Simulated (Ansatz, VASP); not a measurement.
## Two plane-wave programs on Be3ReH

```
Be Re H
1.0
     2.61496    0.00000    0.00000
     0.00000    2.61496    0.00000
     0.00000    0.00000    7.34938
Be Re H
3 1 1
Direct
  0.00000 0.00000 0.50000
  0.50000 0.50000 0.66695
  0.50000 0.50000 0.33305
  0.50000 0.50000 0.00000
  0.00000 0.00000 0.00000
```

Alike in both runs: functional PBE; k mesh 6 × 6 × 4; occupations gaussian, width 0.1 eV; no spin polarisation.

Ansatz relaxed the structure, and its values are those at the end. VASP's run is a single point on that final structure, the one shown.

```csv
,VASP,Ansatz
version,VASP 6.6.1,Ansatz 0.2.0
potentials or method,"VASP PAW PBE potentials, release 64 (Be, Re_sv_GW, H), cutoff 600 eV","scalar-relativistic, plane waves, PAW"
valence electrons in the cell,22,22
```

|  | VASP | Ansatz | Ansatz less VASP |
| --- | --- | --- | --- |
| gap on the k mesh at the Fermi level (eV) | none | none | - |
| pressure (GPa) | -0.1 | 0.0 | +0.16 |

A gap of «none» marks a metal or a gap that the smearing closes.

The k mesh is coarse, so the values compare programs but aren't converged. Spin-orbit coupling is off throughout.
